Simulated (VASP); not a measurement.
# GaN in VASP: notebook

The runs below take GaN through single point, with PBE, r2SCAN.

All numbers are computed with VASP 6.6.1; they aren't measurements. Logs are shortened: lines on timing, memory, paths and dates and some standing lists are left out, and cuts for length are marked.

**1. The cell of the first run**

Symmetry: I-4m2, No. 119, tetragonal system. The conventional cell has a = 3.180 Å, b = 3.180 Å, c = 4.474 Å, α = 90.00°, β = 90.00°, γ = 90.00°. Ga (site symmetry -4m2) has 4 N at 1.94 Å within 2.6 Å. N (site symmetry -4m2) has 4 Ga at 1.94 Å within 2.6 Å.

**2. Single point, PBE (uniaxial x strain -0.5%)**

INCAR

```
SYSTEM = GaN
PREC = Accurate
ENCUT = 520
EDIFF = 1E-6
ISMEAR = -1
SIGMA = 0.02
LREAL = .False.
LASPH = .True.
NELM = 100
ALGO = Normal
ISIF = 2
LWAVE = .False.
LCHARG = .False.
GGA = PE
NBANDS = 16
```

KPOINTS

```
Automatic mesh
0
Gamma
  10 10 10
  0 0 0
```

POSCAR

```
GaN
1.0
    0.0000000000      2.2489525415      2.2489525415
    2.2368081978      0.0000000000      2.2489525415
    2.2368081978      2.2489525415      0.0000000000
Ga N
1 1
Direct
    0.0000000000      0.0000000000      0.0000000000
    0.2500000000      0.2500000000      0.2500000000
```

Potentials or basis: VASP PAW PBE potentials, release 64 (Ga_d, N).

Launch:

```bash
cat potpaw_PBE.64/Ga_d/POTCAR potpaw_PBE.64/N/POTCAR > POTCAR
mpirun -np 1 vasp_std > vasp.out
```

OUTCAR:

```text
SYSTEM = GaN
   PREC = Accurate
   ENCUT = 520
   EDIFF = 1E-6
   ISMEAR = -1
   LREAL = .False.
   LASPH = .True.
   NELM = 100
   ISIF = 2
   GGA = PE

 ion  position               nearest neighbor table
   1  0.000  0.000  0.000-   2 1.94   2 1.94   2 1.94   2 1.94
   2  0.250  0.250  0.250-   1 1.94   1 1.94   1 1.94   1 1.94

  LATTYP: Found a body centered tetragonal cell.
 ALAT       =     3.1804991853
 C/A-ratio  =     1.4065768092

  Lattice vectors:

 A1 = (  -2.2368081978,   0.0000000000,  -2.2489525415)
 A2 = (  -2.2368081978,   0.0000000000,   2.2489525415)
 A3 = (   2.2368081978,   2.2489525415,   0.0000000000)

Analysis of symmetry for initial positions (statically):
=====================================================================
 Subroutine PRICEL returns:
 Original cell was already a primitive cell.

 Routine SETGRP: Setting up the symmetry group for a
 body centered tetragonal supercell.

 Subroutine GETGRP returns: Found  8 space group operations
 (whereof  8 operations were pure point group operations)
 out of a pool of 16 trial point group operations.

The static configuration has the point symmetry D_2d.

Analysis of symmetry for dynamics (positions and initial velocities):
=====================================================================
 Subroutine PRICEL returns:
 Original cell was already a primitive cell.

 Routine SETGRP: Setting up the symmetry group for a
 body centered tetragonal supercell.

 Subroutine GETGRP returns: Found  8 space group operations
 (whereof  8 operations were pure point group operations)
 out of a pool of 16 trial point group operations.

The dynamic configuration has the point symmetry D_2d.

 Subroutine INISYM returns: Found  8 space group operations
 (whereof  8 operations are pure point group operations),
 and found     1 'primitive' translations

----------------------------------------------------------------------------------------

                                     Primitive cell

  volume of cell :      22.6266

  direct lattice vectors                    reciprocal lattice vectors
     0.000000000  2.248952542  2.248952542    -0.223532800  0.222325723  0.222325723
     2.236808198  0.000000000  2.248952542     0.223532800 -0.222325723  0.222325723
     2.236808198  2.248952542  0.000000000     0.223532800  0.222325723 -0.222325723

  length of vectors
     3.180499185  3.171923462  3.171923462     0.385777613  0.385777613  0.385777613

  position of ions in fractional coordinates (direct lattice)
     0.000000000  0.000000000  0.000000000
     0.250000000  0.250000000  0.250000000

  ion indices of the primitive-cell ions
   primitive index   ion index
                 1           1
                 2           2

----------------------------------------------------------------------------------------

 KPOINTS: Automatic mesh

Automatic generation of k-mesh.
 Grid dimensions read from file:
 generate k-points for:   10   10   10

 Generating k-lattice:

  Cartesian coordinates                     Fractional coordinates (reciprocal lattice)
    -0.022353280  0.022232572  0.022232572     0.100000000  0.000000000  0.000000000
     0.022353280 -0.022232572  0.022232572     0.000000000  0.100000000 -0.000000000
     0.022353280  0.022232572 -0.022232572     0.000000000 -0.000000000  0.100000000

  Length of vectors
     0.038577761  0.038577761  0.038577761

  Shift w.r.t. Gamma in fractional coordinates (k-lattice)
     0.000000000  0.000000000  0.000000000

 Subroutine IBZKPT returns following result:
 ===========================================

 Found    102 irreducible k-points:

 Following reciprocal coordinates:
            Coordinates               Weight
  0.000000  0.000000  0.000000      1.000000
  0.100000 -0.000000 -0.000000      8.000000
  0.200000 -0.000000 -0.000000      8.000000
  0.300000  0.000000  0.000000      8.000000
  0.400000  0.000000  0.000000      8.000000
  0.500000  0.000000  0.000000      4.000000
[... 16 lines left out ...]
  0.300000  0.300000  0.000000      4.000000
  0.400000  0.300000 -0.000000     16.000000
 [... further k-points ...]
   k-points           NKPTS =    102   k-points in BZ     NKDIM =    102   number of bands    NBANDS=     16
   number of dos      NEDOS =    301   number of ions     NIONS =      2
   total plane-waves  NPLWV =  13824
   dimension x,y,z NGX =    24 NGY =   24 NGZ =   24
   dimension x,y,z NGXF=    48 NGYF=   48 NGZF=   48
   ions per type =               1   1
   NGX,Y,Z   is equivalent  to a cutoff of  12.54, 12.58, 12.58 a.u.
   NGXF,Y,Z  is equivalent  to a cutoff of  25.09, 25.16, 25.16 a.u.
 SYSTEM =  GaN
   PREC   = accura    normal or accurate (medium, high low for compatibility)
   ISTART =      0    job   : 0-new  1-cont  2-samecut
   ICHARG =      2    charge: 1-file 2-atom 10-const
   ISPIN  =      1    spin polarized calculation?
   LNONCOLLINEAR =      F non collinear calculations
   LSORBIT =      F    spin-orbit coupling
   LASPH  =      T    aspherical Exc in radial PAW
   ENCUT  =  520.0 eV  38.22 Ry    6.18 a.u.   5.91  5.90  5.90*2*pi/ulx,y,z
   NELM   =    100;   NELMIN=  2; NELMDL= -5     # of ELM steps
   EDIFF  = 0.1E-05   stopping-criterion for ELM
   LREAL  =      F    real-space projection
   EDIFFG = 0.1E-04   stopping-criterion for IOM
   NSW    =      0    number of steps for IOM
   IBRION =     -1    ionic relax: 0-MD 1-quasi-New 2-CG
   NFREE  =      0    steps in history (QN), initial steepest desc. (CG)
   ISIF   =      2    stress and relaxation
   ISYM   =      2    0-nonsym 1-usesym 2-fastsym
   POTIM  = 0.5000    time-step for ionic-motion
   TEBEG  =    0.0;   TEEND  =   0.0 temperature during run
   PSTRESS=    0.0 pullay stress
   NELECT =      18.0000    total number of electrons
   NUPDOWN=      -1.0000    fix difference up-down
   EMIN   =  10.00;   EMAX   =-10.00  energy-range for DOS
   EFERMI =   0.00;   METHOD = LEGACY
   ISMEAR =    -1;   SIGMA  =   0.02  broadening in eV -4-tet -1-fermi 0-gaus
   EFERMI_NEDOS =   21; number of points for ismear=-14 and -15
   IALGO  =     38    algorithm
   IMIX   =      4    mixing-type and parameters
     AMIX     =   0.40;   BMIX     =  1.00
     AMIX_MAG =   1.60;   BMIX_MAG =  1.00
  volume/ion in A,a.u.               =      11.31        76.35
[... 26 lines left out ...]
 Fermi energy:         5.8823984299

 k-point     1 :       0.0000    0.0000    0.0000
  band No.  band energies     occupation
      1     -10.6255      2.00000
      2      -8.0467      2.00000
      3      -8.0467      2.00000
      4      -8.0408      2.00000
      5      -7.7134      2.00000
      6      -7.7131      2.00000
[... 8 lines left out ...]
     15      24.2897      0.00000
     16      24.2897      0.00000

 k-point     2 :       0.1000   -0.0000   -0.0000
  band No.  band energies     occupation
      1     -10.5127      2.00000
      2      -8.0326      2.00000
      3      -8.0290      2.00000
      4      -8.0064      2.00000
      5      -7.7146      2.00000
      6      -7.7146      2.00000
[... 8 lines left out ...]
     15      23.0136      0.00000
     16      23.1538      0.00000

 k-point     3 :       0.2000   -0.0000   -0.0000
  band No.  band energies     occupation
      1     -10.2273      2.00000
      2      -8.0000      2.00000
      3      -7.9961      2.00000
      4      -7.8461      2.00000
      5      -7.7138      2.00000
      6      -7.7130      2.00000
[... 8 lines left out ...]
     15      22.2345      0.00000
     16      22.3175      0.00000

 k-point     4 :       0.3000    0.0000    0.0000
  band No.  band energies     occupation
      1      -9.9205      2.00000
      2      -7.9711      2.00000
      3      -7.9669      2.00000
      4      -7.7006      2.00000
      5      -7.6984      2.00000
      6      -7.4512      2.00000
[... 8 lines left out ...]
     15      22.7568      0.00000
     16      22.7771      0.00000

 k-point     5 :       0.4000    0.0000    0.0000
  band No.  band energies     occupation
      1      -9.7338      2.00000
      2      -7.9585      2.00000
      3      -7.9543      2.00000
      4      -7.6779      2.00000
      5      -7.6747      2.00000
      6      -6.8369      2.00000
[... 8 lines left out ...]
     15      24.1826      0.00000
     16      24.1929      0.00000

 k-point     6 :       0.5000    0.0000    0.0000
  band No.  band energies     occupation
      1      -9.6792      2.00000
      2      -7.9562      2.00000
      3      -7.9520      2.00000
      4      -7.6665      2.00000
      5      -7.6629      2.00000
      6      -6.4689      2.00000
[... 8 lines left out ...]
     15      25.2032      0.00000
     16      25.2166      0.00000

 k-point     7 :       0.1000    0.1000    0.0000
  band No.  band energies     occupation
      1     -10.4760      2.00000
      2      -8.0198      2.00000
      3      -8.0144      2.00000
      4      -8.0122      2.00000
      5      -7.7242      2.00000
      6      -7.7057      2.00000
[... 8 lines left out ...]
     15      24.5861      0.00000
     16      24.9972      0.00000

 k-point     8 :       0.2000    0.1000   -0.0000
  band No.  band energies     occupation
      1     -10.2498      2.00000
      2      -7.9979      2.00000
      3      -7.9830      2.00000
      4      -7.9005      2.00000
      5      -7.7230      2.00000
      6      -7.6983      2.00000
[... 8 lines left out ...]
     15      24.1050      0.00000
     16      24.2924      0.00000

 k-point     9 :       0.3000    0.1000    0.0000
  band No.  band energies     occupation
      1      -9.9543      2.00000
      2      -7.9717      2.00000
      3      -7.9498      2.00000
      4      -7.7634      2.00000
      5      -7.6857      2.00000
      6      -7.5300      2.00000
[... 8 lines left out ...]
     15      23.2833      0.00000
     16      24.2199      0.00000
[... 172 lines left out ...]
 k-point    19 :       0.5000    0.2000    0.0000
  band No.  band energies     occupation
      1      -9.6012      2.00000
      2      -7.9385      2.00000
      3      -7.8733      2.00000
      4      -7.7560      2.00000
      5      -7.6614      2.00000
      6      -6.3677      2.00000
[... 8 lines left out ...]
     15      25.7660      0.00000
     16      26.1921      0.00000

 k-point    20 :      -0.4000    0.2000    0.0000
  band No.  band energies     occupation
      1      -9.5929      2.00000
      2      -7.9437      2.00000
      3      -7.8796      2.00000
      4      -7.7246      2.00000
      5      -7.6862      2.00000
      6      -6.2351      2.00000
[... 8 lines left out ...]
     15      24.1772      0.00000
     16      25.7975      0.00000

 k-point    21 :      -0.3000    0.2000   -0.0000
  band No.  band energies     occupation
      1      -9.6623      2.00000
      2      -7.9454      2.00000
      3      -7.8983      2.00000
      4      -7.7216      2.00000
      5      -7.7164      2.00000
      6      -6.7048      2.00000
[... 8 lines left out ...]
     15      22.8731      0.00000
     16      26.1411      0.00000

 k-point    22 :      -0.2000    0.2000    0.0000
  band No.  band energies     occupation
      1      -9.8257      2.00000
      2      -7.9534      2.00000
      3      -7.9363      2.00000
      4      -7.7371      2.00000
      5      -7.7279      2.00000
      6      -7.2703      2.00000
[... 8 lines left out ...]
     15      22.9214      0.00000
     16      26.0879      0.00000

 k-point    23 :       0.3000    0.3000    0.0000
  band No.  band energies     occupation
      1      -9.7374      2.00000
      2      -7.8936      2.00000
      3      -7.8490      2.00000
      4      -7.8465      2.00000
      5      -7.6619      2.00000
      6      -7.2673      2.00000
[... 8 lines left out ...]
     15      27.5647      0.00000
     16      28.1077      0.00000

 k-point    24 :       0.4000    0.3000   -0.0000
  band No.  band energies     occupation
      1      -9.6132      2.00000
      2      -7.9118      2.00000
      3      -7.8133      2.00000
      4      -7.8110      2.00000
      5      -7.6516      2.00000
      6      -6.8115      2.00000
[... 8 lines left out ...]
     15      27.8460      0.00000
     16      28.0551      0.00000

 [... further k-points ...]
[... 5 lines left out ...]
  --------------------------------------------------------------------------------------
  -------------------------------------------------------------------------------------
  Total        1.0992632      1.0090450      1.0090450      0.0000000      0.0000000      0.0000000
  in kB       77.8382294     71.4499291     71.4499291      0.0000000      0.0000000      0.0000000
  external PRESSURE =      73.5793625 kB  Pullay stress =       0.0000000 kB

 VOLUME and BASIS-vectors are now :
 -----------------------------------------------------------------------------
  energy-cutoff  :      520.00
  volume of cell :       22.63
      direct lattice vectors                 reciprocal lattice vectors
     0.000000000  2.248952542  2.248952542    -0.223532800  0.222325723  0.222325723
     2.236808198  0.000000000  2.248952542     0.223532800 -0.222325723  0.222325723
     2.236808198  2.248952542  0.000000000     0.223532800  0.222325723 -0.222325723

 POSITION                                       TOTAL-FORCE (eV/Angst)
 -----------------------------------------------------------------------------------
      0.00000      0.00000      0.00000         0.000000      0.000000      0.000000
      1.11840      1.12448      1.12448         0.000000     -0.000000     -0.000000
 -----------------------------------------------------------------------------------
    total drift:                                0.000001      0.000002      0.000002

  FREE ENERGIE OF THE ION-ELECTRON SYSTEM (eV)
  ---------------------------------------------------
  free  energy   TOTEN  =       -12.1327871236 eV

  energy  without entropy=      -12.1327871236  energy(sigma->0) =      -12.13278712
```

It took 38 s on 1 thread of Intel Xeon Platinum 8259CL at 2.50GHz (Skylake/Cascade Lake), shared host; peak memory 0.16 GiB.

What came out:

```yaml
Free_energy: -12.1328 eV
Pressure: 7.4 GPa
Band_gap_on_the_k_mesh: 1.78 eV, direct
```

Caveat: the cell differs from its parent crystal (uniaxial x strain -0.5%).

**3. Single point, PBE (strain along [111] +1.5%)**

INCAR

```
PREC     = Accurate       # precision mode
ENCUT    = 520            # plane-wave cutoff, eV
EDIFF    = 1E-7           # SCF threshold, eV
ISMEAR   = -1             # smearing method
SIGMA    = 0.02           # smearing width, eV
LREAL    = False          # projectors in reciprocal space
LASPH    = True           # aspherical terms in the spheres
NELM     = 60             # most SCF steps
ALGO     = Normal         # electronic algorithm
ISIF     = 2              # what is computed and relaxed
LWAVE    = False          # write WAVECAR
LCHARG   = False          # write CHGCAR
GGA      = PE             # functional
NBANDS   = 16             # bands
```

KPOINTS

```
regular mesh
0
Gamma
  10 10 10
```

POSCAR

```
GaN
1.0
    0.0224895254      2.2714420669      2.2714420669
    2.2714420669      0.0224895254      2.2714420669
    2.2714420669      2.2714420669      0.0224895254
Ga N
1 1
Direct
    0.0006617308      0.0006617308      0.0006617308
    0.2493382692      0.2493382692      0.2493382692
```

Potentials or basis: VASP PAW PBE potentials, release 64 (Ga_d, N).

Launch:

```bash
cat potpaw_PBE.64/Ga_d/POTCAR potpaw_PBE.64/N/POTCAR > POTCAR
mpirun -np 1 vasp_std > vasp.out
```

It took 40 s on 1 thread of Intel Xeon Platinum 8259CL at 2.50GHz (Skylake/Cascade Lake), shared host; peak memory 0.16 GiB.

The run converged. Its results:

| Property | Result |
| --- | --- |
| Free energy | -12.1455 eV |
| Pressure | 3.4 GPa |
| Largest force | 0.010 eV/Å |
| Band gap on the k mesh | 1.63 eV, direct |

Forces in eV/Å, atoms in the order of the input:
```
Ga   0.006  0.006  0.006
N   -0.006 -0.006 -0.006
```

Stress tensor (GPa, compression positive):
```
 3.41 -1.52 -1.52
-1.52  3.41 -1.52
-1.52 -1.52  3.41
```

Levels at points of the mesh, in eV from the valence-band top:
```tsv
k point	band 5	band 6	band 7	band 8	band 9	band 10	band 11	band 12	band 13	band 14
(0.00, 0.00, 0.00)	-13.16	-13.16	-0.10	0.00	0.00	1.63	10.00	10.33	10.33	17.44
(0.50, 0.00, 0.00)	-13.11	-11.89	-6.99	-1.04	-0.98	4.50	8.66	10.20	10.28	15.50
(0.50, 0.50, 0.00)	-13.08	-11.49	-6.12	-2.77	-2.63	3.31	6.58	11.60	13.80	13.88
(0.50, 0.50, 0.50)	-13.11	-11.97	-7.07	-0.92	-0.92	4.68	8.59	10.44	10.44	15.62
```

Caveat: the cell differs from its parent crystal (strain along [111] +1.5%).

**4. Single point, r2SCAN (uniaxial x strain -0.5%)**

POSCAR

```
GaN
1.0
    0.0000000000      2.2489525415      2.2489525415
    2.2368081978      0.0000000000      2.2489525415
    2.2368081978      2.2489525415      0.0000000000
Ga N
1 1
Direct
    0.0000000000      0.0000000000      0.0000000000
    0.2500000000      0.2500000000      0.2500000000
```

INCAR.step1

```
PREC     = Accurate       # precision mode
ENCUT    = 520            # plane-wave cutoff, eV
ISMEAR   = 0              # smearing method
SIGMA    = 0.01           # smearing width, eV
LREAL    = F              # projectors in reciprocal space
LASPH    = T              # aspherical terms in the spheres
NELM     = 60             # most SCF steps
NBANDS   = 16             # bands
GGA      = PE             # functional
ALGO     = Normal         # electronic algorithm
EDIFF    = 1E-4           # SCF threshold, eV
LWAVE    = T              # write WAVECAR
LCHARG   = F              # write CHGCAR
```

INCAR.step2

```
PREC     = Accurate       # precision mode
ENCUT    = 520            # plane-wave cutoff, eV
EDIFF    = 1E-6           # SCF threshold, eV
ISMEAR   = 0              # smearing method
SIGMA    = 0.01           # smearing width, eV
LREAL    = F              # projectors in reciprocal space
LASPH    = T              # aspherical terms in the spheres
NELM     = 60             # most SCF steps
ALGO     = Normal         # electronic algorithm
ISIF     = 2              # what is computed and relaxed
LWAVE    = F              # write WAVECAR
LCHARG   = F              # write CHGCAR
METAGGA  = R2SCAN         # meta-GGA
LMIXTAU  = T            
NBANDS   = 16             # bands
ISTART   = 1
```

KPOINTS is that of step 3.

Launch:

```bash
cat potpaw_PBE.64/Ga_d/POTCAR potpaw_PBE.64/N/POTCAR > POTCAR
cp INCAR.step1 INCAR
mpirun -np 1 vasp_std > vasp.out
cp INCAR.step2 INCAR
mpirun -np 1 vasp_std > vasp.out
```

Wall time 1.9 min (1 thread of Intel Xeon Platinum 8259CL at 2.50GHz (Skylake/Cascade Lake), shared host); peak memory 0.17 GiB.

It converged, with:

| Property | Result |
| --- | --- |
| Free energy | -21.8948 eV |
| Pressure | 2.2 GPa |
| Band gap on the k mesh | 2.18 eV, direct |

Stress tensor (GPa, compression positive):
```
2.67 0.00 0.00
0.00 1.97 0.00
0.00 0.00 1.97
```

Levels at points of the mesh, in eV from the valence-band top:
| k point | band 5 | band 6 | band 7 | band 8 | band 9 | band 10 | band 11 | band 12 | band 13 | band 14 |
| --- | --- | --- | --- | --- | --- | --- | --- | --- | --- | --- |
| (0.00, 0.00, 0.00) | -13.49 | -13.49 | -0.03 | -0.03 | 0.00 | 2.18 | 11.05 | 11.07 | 11.07 | 18.70 |
| (0.50, 0.00, 0.00) | -13.44 | -12.36 | -7.25 | -1.05 | -1.01 | 5.23 | 9.49 | 11.00 | 11.09 | 16.59 |
| (0.50, 0.50, 0.00) | -13.41 | -12.00 | -6.30 | -2.83 | -2.82 | 3.77 | 7.33 | 12.63 | 15.00 | 15.13 |
| (0.00, 0.50, 0.50) | -13.41 | -11.97 | -6.24 | -2.87 | -2.87 | 3.73 | 7.23 | 12.71 | 15.03 | 15.03 |

Caveat: the cell differs from its parent crystal (uniaxial x strain -0.5%); the PAW data sets were made with another functional, which shifts forces and pressure a little.

**5. The runs side by side**

```tsv
level	cell	smearing	gap on the mesh (eV)	pressure (GPa)
PBE	a = 3.180, b = 3.172, c = 3.172 Å, angles 60.2, 59.9, 59.9°, 2 atoms	fermi-dirac 0.02 eV	1.78	7.4
PBE	a = 3.212 Å, angles 59.3°, 2 atoms	fermi-dirac 0.02 eV	1.63	3.4
r2SCAN	a = 3.180, b = 3.172, c = 3.172 Å, angles 60.2, 59.9, 59.9°, 2 atoms	gaussian 0.01 eV	2.18	2.2
```

Alike in all rows: task single point; potentials or basis VASP PAW PBE potentials, release 64 (Ga_d, N); no spin polarisation; k mesh 10 × 10 × 10; cutoff (eV) 520.

Caveats: the PAW data sets were made with another functional, which shifts forces and pressure a little (some runs).

Absolute energies hang on the potentials; compare differences alone.
